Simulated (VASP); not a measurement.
# AlN in VASP: further runs

The runs below take AlN through single point, with PBE.

All numbers are computed with VASP 6.6.1; they aren't measurements. Logs are shortened: lines on timing, memory, paths and dates and some standing lists are left out, and cuts for length are marked.

### Step 1. The cell of the first run

The structure is hexagonal, space group P6_3mc (No. 186). Conventional cell: a = 3.130 Å, b = 3.130 Å, c = 5.017 Å, α = 90.00°, β = 90.00°, γ = 120.00°. Al (site symmetry 3m) has 4 N at 1.90 to 1.91 Å within 2.5 Å. Within 2.5 Å of N (site symmetry 3m) lie 4 Al at 1.90 to 1.91 Å.

### Step 2. Single point, PBE

The input, INCAR:

```
SYSTEM = AlN
PREC = Accurate ; ENCUT = 700
EDIFF = 1E-6 ; ISMEAR = -1
SIGMA = 0.01 ; LREAL = Auto
LASPH = .True. ; NELM = 120
ALGO = Normal ; ISIF = 2
LWAVE = .False. ; LCHARG = .False.
GGA = PE ; NBANDS = 186
GGA_COMPAT = .False. ; ISYM = -1
```

The input, KPOINTS:

```
explicit points
1
Reciprocal
  0.25000000   0.25000000   0.25000000 1
```

The input, POSCAR:

```
AlN
1.0
    9.3892708692      0.0000000866      0.0000000000
   -4.6946355096      8.1313470524      0.0000000000
    0.0000000000      0.0000000000     10.0348065929
Al N
36 36
Direct
    0.2222222222      0.1111111111      0.2496176869
    0.1111111111      0.2222222222      0.4996176869
    0.2222222222      0.1111111111      0.7496176869
    0.1111111111      0.2222222222      0.9996176869
    0.2222222222      0.4444444444      0.2496176869
    0.1111111111      0.5555555556      0.4996176869
    0.2222222222      0.4444444444      0.7496176869
    0.1111111111      0.5555555556      0.9996176869
    0.2222222222      0.7777777778      0.2496176869
    0.1111111111      0.8888888889      0.4996176869
    0.2222222222      0.7777777778      0.7496176869
    0.1111111111      0.8888888889      0.9996176869
    0.5555555556      0.1111111111      0.2496176869
    0.4444444444      0.2222222222      0.4996176869
    0.5555555556      0.1111111111      0.7496176869
    0.4444444444      0.2222222222      0.9996176869
    0.5555555556      0.4444444444      0.2496176869
    0.4444444444      0.5555555556      0.4996176869
    0.5555555556      0.4444444444      0.7496176869
    0.4444444444      0.5555555556      0.9996176869
    0.5555555556      0.7777777778      0.2496176869
    0.4444444444      0.8888888889      0.4996176869
    0.5555555556      0.7777777778      0.7496176869
    0.4444444444      0.8888888889      0.9996176869
    0.8888888889      0.1111111111      0.2496176869
    0.7777777778      0.2222222222      0.4996176869
    0.8888888889      0.1111111111      0.7496176869
    0.7777777778      0.2222222222      0.9996176869
    0.8888888889      0.4444444444      0.2496176869
    0.7777777778      0.5555555556      0.4996176869
    0.8888888889      0.4444444444      0.7496176869
    0.7777777778      0.5555555556      0.9996176869
    0.8888888889      0.7777777778      0.2496176869
    0.7777777778      0.8888888889      0.4996176869
    0.8888888889      0.7777777778      0.7496176869
    0.7777777778      0.8888888889      0.9996176869
    0.2222222222      0.1111111111      0.4403823131
    0.1111111111      0.2222222222      0.1903823131
    0.2222222222      0.1111111111      0.9403823131
    0.1111111111      0.2222222222      0.6903823131
    0.2222222222      0.4444444444      0.4403823131
    0.1111111111      0.5555555556      0.1903823131
    0.2222222222      0.4444444444      0.9403823131
    0.1111111111      0.5555555556      0.6903823131
    0.2222222222      0.7777777778      0.4403823131
    0.1111111111      0.8888888889      0.1903823131
    0.2222222222      0.7777777778      0.9403823131
    0.1111111111      0.8888888889      0.6903823131
    0.5555555556      0.1111111111      0.4403823131
    0.4444444444      0.2222222222      0.1903823131
    0.5555555556      0.1111111111      0.9403823131
    0.4444444444      0.2222222222      0.6903823131
    0.5555555556      0.4444444444      0.4403823131
    0.4444444444      0.5555555556      0.1903823131
    0.5555555556      0.4444444444      0.9403823131
    0.4444444444      0.5555555556      0.6903823131
    0.5555555556      0.7777777778      0.4403823131
    0.4444444444      0.8888888889      0.1903823131
    0.5555555556      0.7777777778      0.9403823131
    0.4444444444      0.8888888889      0.6903823131
    0.8888888889      0.1111111111      0.4403823131
    0.7777777778      0.2222222222      0.1903823131
    0.8888888889      0.1111111111      0.9403823131
    0.7777777778      0.2222222222      0.6903823131
    0.8888888889      0.4444444444      0.4403823131
    0.7777777778      0.5555555556      0.1903823131
    0.8888888889      0.4444444444      0.9403823131
    0.7777777778      0.5555555556      0.6903823131
    0.8888888889      0.7777777778      0.4403823131
    0.7777777778      0.8888888889      0.1903823131
    0.8888888889      0.7777777778      0.9403823131
    0.7777777778      0.8888888889      0.6903823131
```

Potentials or basis: VASP PAW PBE potentials, release 64 (Al, N).

Run with:

```sh
$ cat potpaw_PBE.64/Al/POTCAR potpaw_PBE.64/N/POTCAR > POTCAR
$ mpirun -np 1 vasp_std > vasp.out
```

OUTCAR:

```text
SYSTEM = AlN
   PREC = Accurate
   ENCUT = 700
   EDIFF = 1E-6
   ISMEAR = -1
   LREAL = Auto
   LASPH = .True.
   NELM = 120
   ISIF = 2
   GGA = PE
   ISYM = -1

 ion  position               nearest neighbor table
   1  0.222  0.111  0.250-  46 1.90  50 1.90  38 1.90  37 1.91  10 3.09  12 3.09  14 3.09  16 3.09
                             2 3.09   4 3.09  33 3.13   5 3.13   9 3.13  25 3.13  17 3.13  13 3.13
   2  0.111  0.222  0.500-  41 1.90  61 1.90  37 1.90  40 1.91   5 3.09   7 3.09  25 3.09  27 3.09
                             1 3.09   3 3.09  34 3.13  10 3.13  14 3.13  26 3.13  18 3.13   6 3.13
   3  0.222  0.111  0.750-  48 1.90  52 1.90  40 1.90  39 1.91  10 3.09  12 3.09  14 3.09  16 3.09
                             2 3.09   4 3.09  35 3.13   7 3.13  11 3.13  27 3.13  19 3.13  15 3.13
   4  0.111  0.222  1.000-  43 1.90  63 1.90  39 1.90  38 1.91   5 3.09   7 3.09  25 3.09  27 3.09
                             1 3.09   3 3.09  36 3.13  12 3.13  16 3.13  28 3.13  20 3.13   8 3.13
   5  0.222  0.444  0.250-  38 1.90  54 1.90  42 1.90  41 1.91   2 3.09   4 3.09  18 3.09  20 3.09
                             6 3.09   8 3.09  25 3.13   1 3.13  29 3.13  21 3.13   9 3.13  17 3.13
   6  0.111  0.556  0.500-  45 1.90  65 1.90  41 1.90  44 1.91   9 3.09  11 3.09  29 3.09  31 3.09
                             5 3.09   7 3.09  22 3.13  10 3.13  18 3.13  30 3.13  26 3.13   2 3.13
   7  0.222  0.444  0.750-  40 1.90  56 1.90  44 1.90  43 1.91   2 3.09   4 3.09  18 3.09  20 3.09
                             6 3.09   8 3.09  27 3.13   3 3.13  31 3.13  23 3.13  11 3.13  19 3.13
   8  0.111  0.556  1.000-  47 1.90  67 1.90  43 1.90  42 1.91   9 3.09  11 3.09  29 3.09  31 3.09
                             5 3.09   7 3.09  24 3.13  12 3.13  20 3.13  32 3.13  28 3.13   4 3.13
   9  0.222  0.778  0.250-  42 1.90  58 1.90  46 1.90  45 1.91   6 3.09   8 3.09  22 3.09  24 3.09
                            10 3.09  12 3.09   1 3.13  33 3.13  29 3.13  13 3.13   5 3.13  21 3.13
  10  0.111  0.889  0.500-  37 1.90  69 1.90  45 1.90  48 1.91   1 3.09   3 3.09  33 3.09  35 3.09
                             9 3.09  11 3.09  14 3.13  30 3.13   6 3.13   2 3.13  22 3.13  34 3.13
  11  0.222  0.778  0.750-  44 1.90  60 1.90  48 1.90  47 1.91   6 3.09   8 3.09  22 3.09  24 3.09
                            10 3.09  12 3.09   3 3.13  35 3.13  31 3.13  15 3.13   7 3.13  23 3.13
  12  0.111  0.889  1.000-  39 1.90  71 1.90  47 1.90  46 1.91   1 3.09   3 3.09  33 3.09  35 3.09
                             9 3.09  11 3.09  16 3.13  32 3.13   8 3.13   4 3.13  24 3.13  36 3.13
  13  0.556  0.111  0.250-  58 1.90  62 1.90  50 1.90  49 1.91  22 3.09  24 3.09  26 3.09  28 3.09
                            14 3.09  16 3.09  29 3.13  17 3.13  21 3.13  25 3.13   9 3.13   1 3.13
  14  0.444  0.222  0.500-  53 1.90  37 1.90  49 1.90  52 1.91  17 3.09  19 3.09   1 3.09   3 3.09
                            13 3.09  15 3.09  10 3.13  22 3.13   2 3.13  30 3.13  18 3.13  26 3.13
  15  0.556  0.111  0.750-  60 1.90  64 1.90  52 1.90  51 1.91  22 3.09  24 3.09  26 3.09  28 3.09
                            14 3.09  16 3.09  31 3.13  19 3.13  23 3.13  27 3.13  11 3.13   3 3.13
[... 76 lines left out ...]
  71  0.889  0.778  0.940-  32 1.90  12 1.90  36 1.90  35 1.91
  72  0.778  0.889  0.690-  27 1.90  23 1.90  35 1.90  34 1.91

IMPORTANT INFORMATION: All symmetrisations will be switched off!
NOSYMM: (Re-)initialisation of all symmetry stuff for point group C_1.

----------------------------------------------------------------------------------------

                                     Primitive cell

  volume of cell :     766.1316

  direct lattice vectors                    reciprocal lattice vectors
     9.389270869  0.000000087  0.000000000     0.106504542  0.061490427  0.000000000
    -4.694635510  8.131347052  0.000000000    -0.000000001  0.122980853  0.000000000
     0.000000000  0.000000000 10.034806593     0.000000000  0.000000000  0.099653141

  length of vectors
     9.389270869  9.389270869 10.034806593     0.122980853  0.122980853  0.099653141

  position of ions in fractional coordinates (direct lattice)
     0.222222222  0.111111111  0.249617687
     0.111111111  0.222222222  0.499617687
     0.222222222  0.111111111  0.749617687
     0.111111111  0.222222222  0.999617687
     0.222222222  0.444444444  0.249617687
     0.111111111  0.555555556  0.499617687
[... 64 lines left out ...]
     0.888888889  0.777777778  0.940382313
     0.777777778  0.888888889  0.690382313

  ion indices of the primitive-cell ions
   primitive index   ion index
                 1           1
                 2           2
                 3           3
                 4           4
                 5           5
                 6           6
[... 64 lines left out ...]
                71          71
                72          72

----------------------------------------------------------------------------------------

 KPOINTS: explicit points

Read explicit list of k-points.

 Found      1 k-points:

 Following reciprocal coordinates:
            Coordinates               Weight
  0.250000  0.250000  0.250000      1.000000
   k-points           NKPTS =      1   k-points in BZ     NKDIM =      1   number of bands    NBANDS=    186
   number of dos      NEDOS =    301   number of ions     NIONS =     72
   total plane-waves  NPLWV = 635040
   dimension x,y,z NGX =    84 NGY =   84 NGZ =   90
   dimension x,y,z NGXF=   168 NGYF=  168 NGZF=  180
   ions per type =              36  36
   NGX,Y,Z   is equivalent  to a cutoff of  14.87, 14.87, 14.91 a.u.
   NGXF,Y,Z  is equivalent  to a cutoff of  29.75, 29.75, 29.82 a.u.
 SYSTEM =  AlN
   PREC   = accura    normal or accurate (medium, high low for compatibility)
   ISTART =      0    job   : 0-new  1-cont  2-samecut
   ICHARG =      2    charge: 1-file 2-atom 10-const
   ISPIN  =      1    spin polarized calculation?
   LNONCOLLINEAR =      F non collinear calculations
   LSORBIT =      F    spin-orbit coupling
   LASPH  =      T    aspherical Exc in radial PAW
   ENCUT  =  700.0 eV  51.45 Ry    7.17 a.u.  20.26 20.26 21.65*2*pi/ulx,y,z
   NELM   =    120;   NELMIN=  2; NELMDL= -5     # of ELM steps
   EDIFF  = 0.1E-05   stopping-criterion for ELM
   LREAL  =      T    real-space projection
   EDIFFG = 0.1E-04   stopping-criterion for IOM
   NSW    =      0    number of steps for IOM
   IBRION =     -1    ionic relax: 0-MD 1-quasi-New 2-CG
   NFREE  =      0    steps in history (QN), initial steepest desc. (CG)
   ISIF   =      2    stress and relaxation
   ISYM   =     -1    0-nonsym 1-usesym 2-fastsym
   POTIM  = 0.5000    time-step for ionic-motion
   TEBEG  =    0.0;   TEEND  =   0.0 temperature during run
   PSTRESS=    0.0 pullay stress
   NELECT =     288.0000    total number of electrons
   NUPDOWN=      -1.0000    fix difference up-down
   EMIN   =  10.00;   EMAX   =-10.00  energy-range for DOS
   EFERMI =   0.00;   METHOD = LEGACY
   ISMEAR =    -1;   SIGMA  =   0.01  broadening in eV -4-tet -1-fermi 0-gaus
   EFERMI_NEDOS =   21; number of points for ismear=-14 and -15
   IALGO  =     38    algorithm
   IMIX   =      4    mixing-type and parameters
     AMIX     =   0.40;   BMIX     =  1.00
     AMIX_MAG =   1.60;   BMIX_MAG =  1.00
  volume/ion in A,a.u.               =      10.64        71.81
  Fermi-wavevector in a.u.,A,eV,Ry     =   1.181511  2.232733 18.993310  1.395969
  Thomas-Fermi vector in A             =   2.317783
   LORBIT       =      0    0 simple, 1 ext, 2 COOP (PROOUT), +10 PAW based schemes
   GGA     = PE    functional components
   LHFCALC =     F    Hartree Fock is set to
   AEXX    =    0.0000 exact exchange contribution
   IVDW    =     0    specifies the selected vdW correction
   LEPSILON=     F    determine dielectric tensor
   LRPA    =     F    only Hartree local field effects (RPA)
 non-spin polarized calculation
  energy-cutoff  :      700.00
  volume of cell :      766.13
 maximum number of plane-waves:     32236
 NGX is ok and might be reduce to    80
   NGX = 41   NGY = 41   NGZ = 43

 number of electron     288.0000017 magnetization

 Free energy of the ion-electron system (eV)
  ---------------------------------------------------
  ext. energy  EPLUGINS =         0.00000000
  ---------------------------------------------------
  free energy    TOTEN  =      -537.30602606 eV

  energy without entropy =     -537.30602606  energy(sigma->0) =     -537.30602606

 E-fermi :   6.0440     XC(G=0): -10.8335

 val. band max:        5.7295250700   @ k =   0.2500   0.2500   0.2500
 cond. band min:      11.1652860706   @ k =   0.2500   0.2500   0.2500
 fundamental gap:      5.4357610006
 Fermi energy:         6.0440021345

 k-point     1 :       0.2500    0.2500    0.2500
  band No.  band energies     occupation
      1      -8.8038      2.00000
      2      -8.4840      2.00000
      3      -8.4840      2.00000
      4      -8.3735      2.00000
      5      -8.0795      2.00000
      6      -8.0795      2.00000
[... 148 lines left out ...]
    155      11.9560      0.00000
    156      11.9560      0.00000
 [bands above 156 left out]

------------------------ aborting loop because EDIFF is reached ----------------------------------------

  FORCE on cell =-STRESS in cart. coord.  units (eV):
  Direction    XX          YY          ZZ          XY          YZ          ZX
  --------------------------------------------------------------------------------------
  -------------------------------------------------------------------------------------
  Total       -0.9540128     -4.4440032      0.5561589     -3.0223996     -0.0161478     -0.0092768
  in kB       -1.9950849     -9.2935486      1.1630706     -6.3206115     -0.0337693     -0.0194001
  external PRESSURE =      -3.3751877 kB  Pullay stress =       0.0000000 kB

 VOLUME and BASIS-vectors are now :
 -----------------------------------------------------------------------------
  energy-cutoff  :      700.00
  volume of cell :      766.13
      direct lattice vectors                 reciprocal lattice vectors
     9.389270869  0.000000087  0.000000000     0.106504542  0.061490427  0.000000000
    -4.694635510  8.131347052  0.000000000    -0.000000001  0.122980853  0.000000000
     0.000000000  0.000000000 10.034806593     0.000000000  0.000000000  0.099653141

 POSITION                                       TOTAL-FORCE (eV/Angst)
 -----------------------------------------------------------------------------------
      1.56488      0.90348      2.50487        -0.026239      0.015382      0.022499
     -0.00000      1.80697      5.01357         0.026497     -0.015051      0.020886
      1.56488      0.90348      7.52227        -0.026301      0.015376      0.022504
     -0.00000      1.80697     10.03097         0.026525     -0.015021      0.020893
     -0.00000      3.61393      2.50487        -0.026286      0.015429      0.022487
     -1.56488      4.51742      5.01357         0.026515     -0.015017      0.020894
[... 64 lines left out ...]
      4.69464      6.32438      9.43655        -0.039682      0.022631     -0.021690
      3.12976      7.22786      6.92785         0.039428     -0.023046     -0.021687
 -----------------------------------------------------------------------------------
    total drift:                                0.000225     -0.000140     -0.006073

  FREE ENERGIE OF THE ION-ELECTRON SYSTEM (eV)
  ---------------------------------------------------
  free  energy   TOTEN  =      -537.3060260636 eV

  energy  without entropy=     -537.3060260636  energy(sigma->0) =     -537.30602606
```

Run time: 5.7 min. Hardware: 1 thread of Intel Xeon 6975P-C (Granite Rapids), shared host; peak memory 1.2 GiB.

Results:

| Item | Value |
| --- | --- |
| Free energy | -537.3060 eV |
| Pressure | -0.3 GPa |
| Largest force | 0.051 eV/Å |
| Band gap on the k mesh | 5.44 eV |

Forces in eV/Å, atoms in the order of the input:
```
Al  -0.026  0.015  0.022
Al   0.026 -0.015  0.021
Al  -0.026  0.015  0.023
Al   0.027 -0.015  0.021
Al  -0.026  0.015  0.022
Al   0.027 -0.015  0.021
Al  -0.026  0.015  0.022
Al   0.026 -0.015  0.021
Al  -0.026  0.015  0.022
Al   0.027 -0.015  0.021
Al  -0.026  0.015  0.022
Al   0.026 -0.015  0.021
Al  -0.026  0.015  0.023
Al   0.027 -0.015  0.021
Al  -0.026  0.015  0.023
Al   0.027 -0.015  0.021
Al  -0.026  0.015  0.022
Al   0.026 -0.015  0.021
Al  -0.026  0.016  0.022
Al   0.026 -0.015  0.021
Al  -0.026  0.015  0.023
Al   0.027 -0.015  0.021
Al  -0.026  0.015  0.022
Al   0.027 -0.015  0.021
Al  -0.026  0.015  0.023
Al   0.026 -0.015  0.021
Al  -0.026  0.015  0.022
Al   0.026 -0.015  0.021
Al  -0.026  0.015  0.022
Al   0.026 -0.015  0.021
Al  -0.026  0.015  0.023
Al   0.027 -0.015  0.021
Al  -0.026  0.015  0.022
Al   0.026 -0.015  0.021
Al  -0.026  0.015  0.022
Al   0.026 -0.015  0.021
N   -0.040  0.023 -0.022
N    0.039 -0.023 -0.022
N   -0.040  0.023 -0.022
N    0.039 -0.023 -0.022
N   -0.040  0.023 -0.022
N    0.039 -0.023 -0.022
N   -0.040  0.023 -0.022
N    0.039 -0.023 -0.022
N   -0.040  0.023 -0.022
N    0.039 -0.023 -0.022
N   -0.040  0.023 -0.022
N    0.039 -0.023 -0.022
N   -0.040  0.023 -0.022
N    0.039 -0.023 -0.022
N   -0.040  0.023 -0.022
N    0.039 -0.023 -0.022
N   -0.040  0.023 -0.022
N    0.039 -0.023 -0.022
N   -0.040  0.023 -0.022
N    0.039 -0.023 -0.022
N   -0.040  0.023 -0.022
N    0.039 -0.023 -0.022
N   -0.040  0.023 -0.022
N    0.039 -0.023 -0.022
N   -0.040  0.023 -0.022
N    0.039 -0.023 -0.022
N   -0.040  0.023 -0.022
N    0.039 -0.023 -0.022
N   -0.040  0.023 -0.022
N    0.039 -0.023 -0.022
N   -0.040  0.023 -0.022
N    0.039 -0.023 -0.022
N   -0.040  0.023 -0.022
N    0.039 -0.023 -0.022
N   -0.040  0.023 -0.022
N    0.039 -0.023 -0.022
```

Stress tensor (GPa, compression positive):
```
-0.20 -0.63  0.00
-0.63 -0.93  0.00
 0.00  0.00  0.12
```

Levels at points of the mesh, in eV from the valence-band top:
```
           k point  band 142  band 143  band 144  band 145  band 146  band 147
(0.25, 0.25, 0.25)     -0.12     -0.12      0.00      5.44      5.44      5.49
```

Caveat: a shifted mesh leaves out Γ, where band edges can lie. A k mesh can miss the band edges.

(Continued in part 2 of 2.)
